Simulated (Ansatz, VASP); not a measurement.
Two plane-wave programs on C

INCAR

```
SYSTEM = C
ALGO = Normal
DIPOL = 0.5 0.5 0.335
EDIFF = 1E-6
ENCUT = 520
GGA = PE
IDIPOL = 3
ISIF = 2
ISMEAR = 0
IVDW = 12
LASPH = .True.
LCHARG = .False.
LDIPOL = .True.
LREAL = .False.
LWAVE = .False.
NBANDS = 16
NELM = 80
PREC = Accurate
SIGMA = 0.1
```

KPOINTS

```
k-points
0
Gamma
  15 15 1
  0 0 0
```

File POSCAR:

```
C
1.0
    2.4656524409      0.0000000000      0.0000000000
   -1.2328262205      2.1353176508      0.0000000000
    0.0000000000      0.0000000000     17.5000663883
C
4
Direct
    0.6666666667      0.3333333333      0.2571437784
    0.3333333333      0.6666666667      0.2571418816
    1.0000000000      0.3333333333      0.4120022306
    0.6666666667      0.6666666667      0.4120003338
```

Input for Ansatz:

```yaml
crystal:
  lattice:
    - [2.4656524409, 0.0, 0.0]
    - [-1.2328262205, 2.1353176508, 0.0]
    - [0.0, 0.0, 17.5000663883]
  atoms:
    - { symbol: C, position: [0.6666666667, 0.3333333333, 0.2571437784] }
    - { symbol: C, position: [0.3333333333, 0.6666666667, 0.2571418816] }
    - { symbol: C, position: [1.0, 0.3333333333, 0.4120022306] }
    - { symbol: C, position: [0.6666666667, 0.6666666667, 0.4120003338] }
basis:
  ecutwfc: 420
kpoints:
  mp_grid: { grid: [15, 15, 1] }
hamiltonian:
  xc: pbe
  pseudopotentials: { kind: paw, azcp: { folder: soft_1 } }
  dispersion: d3bj
scf:
  occupations: { method: gaussian, width: 0.1 }
output:
  forces: true
  eigenvalues: true
efield:
  axis: 3
  dipole_correction: true
  ramp_width: 0.04
```

Alike in both runs: task single point; functional PBE; dispersion D3(BJ); k mesh 15 × 15 × 1; occupations gaussian, width 0.1 eV; no spin polarisation.

|  | VASP | Ansatz |
| --- | --- | --- |
| version | VASP 6.6.1 | Ansatz 0.2.0 |
| potentials or method | VASP PAW PBE potentials, release 64 (C), cutoff 520 eV | scalar-relativistic, plane waves, PAW |
| valence electrons in the cell | 16 | 16 |

```tsv
	VASP	Ansatz	Ansatz less VASP
gap on the k mesh at the Fermi level (eV)	0.46	0.47	+0.001
least direct gap on the mesh (eV)	0.69	0.69	+0.002
rms of the force components (eV/Å)	0.295	0.294	-0.0004
```

Atom by atom the forces differ by 0.000 eV/Å (rms over components). Ansatz's warnings: structure snapped to symmetry.
